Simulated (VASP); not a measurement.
Input of a VASP 6.6.1 run:

File INCAR:

```
ALGO = Normal ; EDIFF = 1E-6
ENCUT = 520 ; ISIF = 2
ISMEAR = -1 ; LASPH = True
LCHARG = False ; LREAL = False
LWAVE = False ; NBANDS = 20
NELM = 100 ; PREC = Accurate
SIGMA = 0.05
```

KPOINTS

```
k-points
0
Gamma
  10 10 10
```

POSCAR

```
MoS2
1.0
    1.5904638811      0.9182547499      6.1907296638
   -1.5904638811      0.9182547499      6.1907296638
    0.0000000000     -1.8365094997      6.1907296638
Mo S
1 2
Direct
    0.0000000000      0.0000000000      0.0000000000
    0.4170000000      0.4170000000      0.4170000000
    0.2500000000      0.2500000000      0.2500000000
```

Potentials or basis: VASP PAW LDA potentials, release 64 (Mo_sv, S).

Run with:

```console
$ cat potpaw_LDA.64/Mo_sv/POTCAR potpaw_LDA.64/S/POTCAR > POTCAR
$ mpirun -np 1 vasp_std > vasp.out
```

Task: Estimate the largest force.

Result: 0.307 eV/Å.

Task: What does it give for the pressure?

Result: -5.2 GPa.

Forces on the atoms (eV/Å):
```
Mo   0.000  0.000  0.080
S    0.000  0.000 -0.307
S    0.000  0.000  0.227
```
